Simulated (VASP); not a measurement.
MnO, 2 atoms in the cell. It takes space group Fm-3m (No. 225, cubic). The conventional cell has a = 4.446 Å, b = 4.446 Å, c = 4.446 Å, α = 90.00°, β = 90.00°, γ = 90.00°. Mn (site symmetry m-3m) has 6 O at 2.22 Å within 2.9 Å. Within 2.9 Å of O (site symmetry m-3m) lie 6 Mn at 2.22 Å. 

| Quantity | Value |
| --- | --- |
| Program | VASP 6.6.1 |
| Task | single point |
| Functional | LDA |
| Potentials or basis | VASP PAW LDA potentials, release 64 (Mn_pv, O) |
| Cutoff | 520 eV |
| k mesh | 12 × 12 × 12 |
| Occupations | fermi-dirac, width 0.1 eV |
| Spin | collinear spin, ferromagnetic start |
| Starting moments | [4.0, 0.0] μB |
| Dipole correction | no |
| Further INCAR settings | ALGO = Normal; EDIFF = 1e-06; NBANDS = 20 |

Potentials or basis: VASP PAW LDA potentials, release 64 (Mn_pv, O).

Run with:

```sh
$ cat potpaw_LDA.64/Mn_pv/POTCAR potpaw_LDA.64/O/POTCAR > POTCAR
$ mpirun -np 1 vasp_std > vasp.out
```

Hardware: 1 thread of AMD EPYC 7R13 Processor (Zen 3) (shared host).

**Question.** How long does it take, and how much memory?

**Answer.** Wall time 46 s on 1 thread of AMD EPYC 7R13 Processor (Zen 3), with other jobs on the host, peak memory 0.13 GiB. Counts: scf iterations 15, k points 72.
